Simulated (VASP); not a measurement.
Runs of VASP 6.6.1 on Si. The structure is that of space group I4/mmm (No. 139), or close to it. The cells are those of the table. 

| cell | gap on the mesh (eV) | pressure (GPa) |
| --- | --- | --- |
| a = 2.521 Å, angles 103.4, 103.4, 122.4°, 1 atom | none | 23.8 |
| a = 2.786 Å, angles 105.2, 105.2, 118.4°, 1 atom | none | (b) |
| a = 2.629 Å, angles 107.1, 107.1, 114.3°, 1 atom | none | (c) |
| a = 2.733 Å, angles 103.5, 103.5, 122.2°, 1 atom | none | -6.3 |
| a = 2.573 Å, angles 105.3, 105.3, 118.3°, 1 atom | none | 9.6 |
| a = 2.495 Å, angles 106.3, 106.3, 116.1°, 1 atom | none | 24.7 |
| a = 2.839 Å, angles 103.5, 103.5, 122.1°, 1 atom | none | (a) |
| a = 2.441 Å, angles 104.3, 104.3, 120.3°, 1 atom | none | 43.4 |
| a = 2.814 Å, angles 102.7, 102.7, 124.0°, 1 atom | none | -10.2 |
| a = 2.865 Å, angles 104.3, 104.3, 120.3°, 1 atom | none | -13.8 |
| a = 2.627 Å, angles 103.5, 103.5, 122.3°, 1 atom | none | 4.5 |
| a = 2.523 Å, angles 107.2, 107.2, 114.1°, 1 atom | none | 17.9 |

Alike in all rows: task single point; level LDA; potentials or basis VASP PAW LDA potentials, release 64 (Si); no spin polarisation; k mesh 22 × 22 × 22; cutoff (eV) 520; smearing gaussian 0.15 eV.

Task: Fill in the values left out.

Result: (a) -12.3; (b) -11.1; (c) 0.9.

A gap of «none» marks levels without a gap at the run's occupations.
